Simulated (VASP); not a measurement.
Here is a VASP 6.6.1 calculation.

File INCAR:

```
SYSTEM = MgS
ALGO = Normal ; EDIFF = 1E-6
ENCUT = 600 ; GGA = PS
GGA_COMPAT = .False. ; ISIF = 2
ISMEAR = 0 ; LASPH = .True.
LCHARG = .True. ; LELF = .True.
LREAL = .False. ; LVHAR = .True.
LWAVE = .False. ; NBANDS = 11
NELM = 120 ; PREC = Accurate
SIGMA = 0.05
```

The input KPOINTS:

```
k-points
0
Gamma
  8 8 8
  0 0 0
```

Contents of POSCAR:

```
MgS
1.0
    0.0000000000      2.8097820000      2.8097820000
    2.8097820000      0.0000000000      2.8097820000
    2.8097820000      2.8097820000      0.0000000000
Mg S
1 1
Direct
    0.0000000000      0.0000000000      0.0000000000
    0.5000000000      0.5000000000      0.5000000000
```

Potentials or basis: VASP PAW PBE potentials, release 64 (Mg, S).

Run with:

```bash
$ cat potpaw_PBE.64/Mg/POTCAR potpaw_PBE.64/S/POTCAR > POTCAR
$ mpirun -np 1 vasp_std > vasp.out
```

Question: Estimate the pressure.

Answer: -11.7 GPa.

Question: What does it give for the band gap on the k mesh?

Answer: 2.05 eV, direct.

Caveat: the cell differs from its parent crystal (strain +0.080 along x and y, +0.080 along z); the PAW data sets were made with another functional, which shifts forces and pressure a little. A k mesh can miss the band edges.
